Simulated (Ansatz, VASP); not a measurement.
One calculation of SiNi, two programs

The input INCAR:

```
PREC = Accurate
ENCUT = 520
EDIFF = 1E-6
ISMEAR = 0
SIGMA = 0.15
LREAL = False
LASPH = True
NELM = 60
ALGO = Normal
ISIF = 2
LWAVE = False
LCHARG = False
GGA = PE
NBANDS = 38
```

File KPOINTS:

```
regular mesh
0
Gamma
  8 10 6
```

Contents of POSCAR:

```
SiNi
1.0
    5.1540864041      0.0000000000      0.0000000000
    0.0000000000      3.3754899928      0.0000000000
    0.0000000000      0.0000000000      5.6197139777
Si Ni
4 4
Direct
    0.3246772069      0.7218456627      0.0795210404
    0.1821831281      0.2218456627      0.5795210404
    0.8246772069      0.7218456627      0.4113647814
    0.6821831281      0.2218456627      0.9113647814
    0.0047874131      0.2781543373      0.1930440216
    0.4883522519      0.7781543373      0.6930440216
    0.5047874131      0.2781543373      0.3160701566
    0.9883522519      0.7781543373      0.8160701566
```

Input for Ansatz:

```yaml
crystal:
  lattice:
    - [5.1540864075, 0.0, 0.0]
    - [0.0, 3.3754900134, 0.0]
    - [0.0, 0.0, 5.6197139366]
  atoms:
    - { symbol: Si, position: [0.324677207, 0.7218456629, 0.079521039] }
    - { symbol: Si, position: [0.182183128, 0.2218456629, 0.579521039] }
    - { symbol: Si, position: [0.824677207, 0.7218456629, 0.4113647826] }
    - { symbol: Si, position: [0.682183128, 0.2218456629, 0.9113647826] }
    - { symbol: Ni, position: [0.0047874141, 0.2781543371, 0.1930440212] }
    - { symbol: Ni, position: [0.4883522509, 0.7781543371, 0.6930440212] }
    - { symbol: Ni, position: [0.5047874141, 0.2781543371, 0.3160701572] }
    - { symbol: Ni, position: [0.9883522509, 0.7781543371, 0.8160701572] }
basis:
  ecutwfc: 420
kpoints:
  mp_grid: { grid: [8, 10, 6] }
hamiltonian:
  xc: pbe
scf:
  occupations: { method: gaussian, width: 0.15 }
output:
  forces: true
  stress: true
  eigenvalues: true
```

Change from the starting cell: all Ni atoms moved 0.2 Å in one direction.

Alike in both runs: task single point; functional PBE; k mesh 8 × 10 × 6; occupations gaussian, width 0.15 eV; no spin polarisation.

```csv
,VASP,Ansatz
version,VASP 6.6.1,Ansatz 0.2.0
potentials or method,"VASP PAW PBE potentials, release 64 (Si, Ni), cutoff 520 eV","scalar-relativistic, plane waves, PAW"
valence electrons in the cell,56,88
```

|  | VASP | Ansatz | Ansatz less VASP |
| --- | --- | --- | --- |
| gap on the k mesh at the Fermi level (eV) | none | none | - |
| pressure (GPa) | 3.1 | 3.1 | -0.03 |
| traceless stress, the component that is largest in VASP (GPa) | -0.84 | -0.84 | +0.005 |
| rms of the force components (eV/Å) | 0.877 | 0.874 | -0.0034 |

Atom by atom the forces differ by 0.005 eV/Å (rms over components). A gap of «none» marks a metal or a gap that the smearing closes. With one functional, cell and mesh, what is left measures potentials, basis and numerics. VASP's potentials hold 56 valence electrons a cell and Ansatz's 88, so a difference there can come from the potentials and not from the codes.
